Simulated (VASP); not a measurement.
# Sb in VASP: single point with PBE

Aim: the single point of Sb with PBE.

All numbers are computed with VASP 6.6.1; they aren't measurements. Logs are shortened: lines on timing, memory, paths and dates and some standing lists are left out, and cuts for length are marked.

### Step 1. The cell of the first run

The cell holds a slab with vacuum, 6 atoms: a = 7.173 Å, b = 7.173 Å, c = 21.650 Å, α = 90.00°, β = 90.00°, γ = 120.00°.

### Step 2. Single point, PBE

Input file INCAR:

```
SYSTEM = Sb
  PREC = Accurate
  ENCUT = 400
  EDIFF = 1E-6
  ISMEAR = 0
  SIGMA = 0.04
  LREAL = .FALSE.
  LASPH = .TRUE.
  NELM = 120
  ALGO = Normal
  ISIF = 2
  LWAVE = .FALSE.
  LCHARG = .TRUE.
  LDIPOL = .TRUE.
  IDIPOL = 3
  DIPOL = 0.5 0.5 0.636
  GGA = PE
  LELF = .TRUE.
  LVHAR = .TRUE.
  LVACPOTAV = .TRUE.
  NBANDS = 24
  GGA_COMPAT = .FALSE.
  NELMDL = -8
```

Input file KPOINTS:

```
Automatic mesh
0
G
  6 6 1
  0 0 0
```

Input file POSCAR:

```
Sb
1.0
    7.1732450885      0.0000000000      0.0000000000
   -3.5866225442      6.2122124742      0.0000000000
    0.0000000000      0.0000000000     21.6500000000
Sb
6
Direct
    0.6666670000      0.6666670000      0.5988484673
    0.3334547046      0.9998203778      0.5988482512
    1.0003033606      0.3334211262      0.5988485017
    0.3335118977      0.3331881282      0.6740306055
    0.9999933174      0.6666007208      0.6740239259
    0.6669220159      1.0001193694      0.6740301206
```

Potentials or basis: VASP PAW PBE potentials, release 64 (Sb).

The run is started by

```console
$ cat potpaw_PBE.64/Sb/POTCAR > POTCAR
$ mpirun -np 1 vasp_std > vasp.out
```

OUTCAR:

```text
SYSTEM = Sb
   PREC = Accurate
   ENCUT = 400
   EDIFF = 1E-6
   ISMEAR = 0
   LREAL = .FALSE.
   LASPH = .TRUE.
   NELM = 120
   ISIF = 2
   GGA = PE
   NELMDL = -8

 ion  position               nearest neighbor table
   1  0.667  0.667  0.599-   4 2.89   6 2.89   5 2.89
   2  0.333  1.000  0.599-   6 2.89   5 2.89   4 2.89
   3  0.000  0.333  0.599-   5 2.89   4 2.89   6 2.89
   4  0.334  0.333  0.674-   1 2.89   3 2.89   2 2.89
   5  1.000  0.667  0.674-   3 2.89   2 2.89   1 2.89
   6  0.667  0.000  0.674-   2 2.89   1 2.89   3 2.89

  LATTYP: Found a hexagonal cell.
 ALAT       =     7.1732450885
 C/A-ratio  =     3.0181598053

  Lattice vectors:

 A1 = (   7.1732450885,   0.0000000000,   0.0000000000)
 A2 = (  -3.5866225442,   6.2122124742,   0.0000000000)
 A3 = (   0.0000000000,   0.0000000000,  21.6500000000)

Analysis of symmetry for initial positions (statically):
=====================================================================
 Subroutine PRICEL returns:
 Original cell was already a primitive cell.

 Routine SETGRP: Setting up the symmetry group for a
 hexagonal supercell.

 Subroutine GETGRP returns: Found  1 space group operations
 (whereof  1 operations were pure point group operations)
 out of a pool of 24 trial point group operations.

The static configuration has the point symmetry C_1 .

Analysis of symmetry for dynamics (positions and initial velocities):
=====================================================================
 Subroutine PRICEL returns:
 Original cell was already a primitive cell.

 Routine SETGRP: Setting up the symmetry group for a
 hexagonal supercell.

 Subroutine GETGRP returns: Found  1 space group operations
 (whereof  1 operations were pure point group operations)
 out of a pool of 24 trial point group operations.

The dynamic configuration has the point symmetry C_1 .

 Subroutine INISYM returns: Found  1 space group operations
 (whereof  1 operations are pure point group operations),
 and found     1 'primitive' translations

----------------------------------------------------------------------------------------

                                     Primitive cell
[... 95 lines left out ...]
   LREAL  =      F    real-space projection
   EDIFFG = 0.1E-04   stopping-criterion for IOM
   NSW    =      0    number of steps for IOM
   IBRION =     -1    ionic relax: 0-MD 1-quasi-New 2-CG
   NFREE  =      0    steps in history (QN), initial steepest desc. (CG)
   ISIF   =      2    stress and relaxation
   ISYM   =      2    0-nonsym 1-usesym 2-fastsym
   POTIM  = 0.5000    time-step for ionic-motion
   TEBEG  =    0.0;   TEEND  =   0.0 temperature during run
   PSTRESS=    0.0 pullay stress
   NELECT =      30.0000    total number of electrons
   NUPDOWN=      -1.0000    fix difference up-down
   EMIN   =  10.00;   EMAX   =-10.00  energy-range for DOS
   EFERMI =   0.00;   METHOD = LEGACY
   ISMEAR =     0;   SIGMA  =   0.04  broadening in eV -4-tet -1-fermi 0-gaus
   EFERMI_NEDOS =   21; number of points for ismear=-14 and -15
   IALGO  =     38    algorithm
   IMIX   =      4    mixing-type and parameters
     AMIX     =   0.40;   BMIX     =  1.00
     AMIX_MAG =   1.60;   BMIX_MAG =  1.00
  volume/ion in A,a.u.               =     160.79      1085.09
  Fermi-wavevector in a.u.,A,eV,Ry     =   0.514804  0.972839  3.605860  0.265023
  Thomas-Fermi vector in A             =   1.529942
   LORBIT       =      0    0 simple, 1 ext, 2 COOP (PROOUT), +10 PAW based schemes
   GGA     = PE    functional components
   LHFCALC =     F    Hartree Fock is set to
   AEXX    =    0.0000 exact exchange contribution
   IVDW    =     0    specifies the selected vdW correction
   LEPSILON=     F    determine dielectric tensor
   LRPA    =     F    only Hartree local field effects (RPA)
 non-spin polarized calculation
 Gauss-broadening in eV      SIGMA  =   0.04
  energy-cutoff  :      400.00
  volume of cell :      964.76
 maximum number of plane-waves:     17574
   NGX = 23   NGY = 23   NGZ = 71

 dipolmoment           0.000000      0.000000     -0.000002 electrons x Angstroem

 number of electron      29.9999996 magnetization

 dipolmoment           0.000000      0.000000      0.000000 electrons x Angstroem

 Free energy of the ion-electron system (eV)
  ---------------------------------------------------
  ext. energy  EPLUGINS =         0.00000000
  ---------------------------------------------------
  free energy    TOTEN  =       -24.31569219 eV

  energy without entropy =      -24.31569219  energy(sigma->0) =      -24.31569219

 E-fermi :  -2.6112     XC(G=0):  -2.4797

 val. band max:       -2.7841170981   @ k =   0.0000   0.0000   0.0000
 cond. band min:      -1.4246096777   @ k =   0.3333   0.3333   0.0000
 fundamental gap:      1.3595074203
 Fermi energy:        -2.6111991096

 k-point     1 :       0.0000    0.0000    0.0000
  band No.  band energies     occupation
      1     -13.9424      2.00000
      2     -11.1914      2.00000
      3     -11.1914      2.00000
      4     -11.1910      2.00000
      5     -11.1909      2.00000
      6      -8.9573      2.00000
[... 529 lines left out ...]
     23       0.8407      0.00000
     24       0.8408      0.00000

------------------------ aborting loop because EDIFF is reached ----------------------------------------

  FORCE on cell =-STRESS in cart. coord.  units (eV):
  Direction    XX          YY          ZZ          XY          YZ          ZX
  --------------------------------------------------------------------------------------
  -------------------------------------------------------------------------------------
  Total       -0.4175806     -0.4174513      0.3676639     -0.0000033      0.0000188     -0.0001643
  in kB       -0.6934753     -0.6932606      0.6105788     -0.0000054      0.0000312     -0.0002728
  external PRESSURE =      -0.2587190 kB  Pullay stress =       0.0000000 kB

 VOLUME and BASIS-vectors are now :
 -----------------------------------------------------------------------------
  energy-cutoff  :      400.00
  volume of cell :      964.76
      direct lattice vectors                 reciprocal lattice vectors
     7.173245088  0.000000000  0.000000000     0.139406919  0.080486622  0.000000000
    -3.586622544  6.212212474  0.000000000     0.000000000  0.160973245  0.000000000
     0.000000000  0.000000000 21.650000000     0.000000000  0.000000000  0.046189376

 POSITION                                       TOTAL-FORCE (eV/Angst)
 -----------------------------------------------------------------------------------
      2.39108      4.14148     12.96507         0.002661     -0.000286     -0.078610
     -1.19403      6.21110     12.96506        -0.001034      0.002171     -0.078650
     -1.19368      2.07128     12.96507        -0.001532     -0.001895     -0.078617
      1.19734      2.06984     14.59276        -0.001308      0.001081      0.078640
      4.78235      4.14107     14.59262         0.001502      0.000554      0.078586
      4.78357      0.00074     14.59275        -0.000290     -0.001624      0.078651
 -----------------------------------------------------------------------------------
    total drift:                                0.000040     -0.000007     -0.000092

  FREE ENERGIE OF THE ION-ELECTRON SYSTEM (eV)
  ---------------------------------------------------
  free  energy   TOTEN  =       -24.3156921877 eV

  energy  without entropy=      -24.3156921877  energy(sigma->0) =      -24.31569219

 vacuum level on the upper side and lower side of the slab         2.150         2.150
```

It took 10 min on 1 thread of Oxide Virtual Turin-like, shared host; peak memory 0.71 GiB.

Results:

| Property | Result |
| --- | --- |
| Free energy | -24.3157 eV |
| Largest force | 0.079 eV/Å |
| Band gap on the k mesh | 1.36 eV |

Forces in eV/Å, atoms in the order of the input:
```
Sb   0.003  0.000 -0.079
Sb  -0.001  0.002 -0.079
Sb  -0.002 -0.002 -0.079
Sb  -0.001  0.001  0.079
Sb   0.002  0.001  0.079
Sb   0.000 -0.002  0.079
```

Levels at points of the mesh, in eV from the valence-band top:
| k point | band 11 | band 12 | band 13 | band 14 | band 15 | band 16 | band 17 | band 18 | band 19 | band 20 |
| --- | --- | --- | --- | --- | --- | --- | --- | --- | --- | --- |
| (0.00, 0.00, 0.00) | -1.68 | -1.68 | -0.45 | 0.00 | 0.00 | 1.53 | 1.64 | 1.64 | 2.81 | 2.81 |
| (0.50, 0.00, 0.00) | -1.79 | -1.52 | -1.34 | -0.40 | -0.40 | 1.67 | 2.27 | 2.27 | 2.58 | 2.78 |
| (0.00, 0.50, 0.00) | -1.79 | -1.52 | -1.34 | -0.40 | -0.40 | 1.67 | 2.27 | 2.27 | 2.58 | 2.78 |
| (0.50, 0.50, 0.00) | -1.79 | -1.52 | -1.34 | -0.40 | -0.40 | 1.67 | 2.27 | 2.27 | 2.58 | 2.78 |

Caveat: spin-orbit coupling is left out, which moves the levels of the heavy elements.
